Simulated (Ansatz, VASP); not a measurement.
# Hf2MgO2: VASP beside Ansatz

```
CELL_PARAMETERS angstrom
-2.29598 2.29598 4.27096
2.29598 -2.29598 4.27096
2.29598 2.29598 -4.27096
ATOMIC_POSITIONS crystal
Mg 0.00000 0.00000 0.00000
Hf 0.50000 0.00000 0.50000
Hf 0.00000 0.50000 0.50000
O 0.78884 0.78884 0.00000
O 0.21116 0.21116 0.00000
```

Alike in both runs: task single point; functional PBE; k mesh 6 × 6 × 6; occupations gaussian, width 0.1 eV; no spin polarisation.

```csv
,VASP,Ansatz
version,VASP 6.6.1,Ansatz 0.2.0
potentials or method,"VASP PAW PBE potentials, release 64 (Mg, Hf_pv, O), cutoff 520 eV","scalar-relativistic, plane waves, PAW"
valence electrons in the cell,34,74
```

```csv
,VASP,Ansatz,Ansatz less VASP
gap on the k mesh at the Fermi level (eV),none,none,-
pressure (GPa),11.4,11.6,+0.12
"traceless stress, the component that is largest in VASP (GPa)",-17.10,-17.37,-0.274
rms of the force components (eV/Å),0.423,0.397,-0.0265
```

Atom by atom the forces differ by 0.027 eV/Å (rms over components). A gap of «none» marks a metal or a gap that the smearing closes. VASP's potentials hold 34 valence electrons a cell and Ansatz's 74, so a difference there can come from the potentials and not from the codes.

Neither program's run includes spin-orbit coupling.
